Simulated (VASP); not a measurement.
A run of VASP 6.6.1:

Contents of INCAR:

```
  ALGO = Fast
  EDIFF = 1E-6
  ENCUT = 520
  GGA = PE
  ISIF = 2
  ISMEAR = -1
  LASPH = T
  LCHARG = T
  LELF = T
  LREAL = F
  LVHAR = T
  LWAVE = F
  NBANDS = 13
  NELM = 100
  PREC = Accurate
  SIGMA = 0.4
```

File KPOINTS:

```
k-points
0
Gamma
  20 20 20
```

Contents of POSCAR:

```
W
1.0
   -1.6771650000      1.6771650000      1.5973000000
    1.6771650000     -1.6771650000      1.5973000000
    1.6771650000      1.6771650000     -1.5973000000
W
1
Direct
    0.0000000000      0.0000000000      0.0000000000
```

Potentials or basis: VASP PAW PBE potentials, release 64 (W_sv).

Command:

```sh
$ cat potpaw_PBE.64/W_sv/POTCAR > POTCAR
$ mpirun -np 1 vasp_std > vasp.out
```

Hardware: 1 thread of Intel(R) Xeon(R) Platinum 8559C (Emerald Rapids), with other jobs on the host.

Task: Estimate the wall time of this run.

Result: Wall time 61 s on 1 thread of Intel(R) Xeon(R) Platinum 8559C (Emerald Rapids), with other jobs on the host, peak memory 0.25 GiB. Counts: scf iterations 12, k points 641.
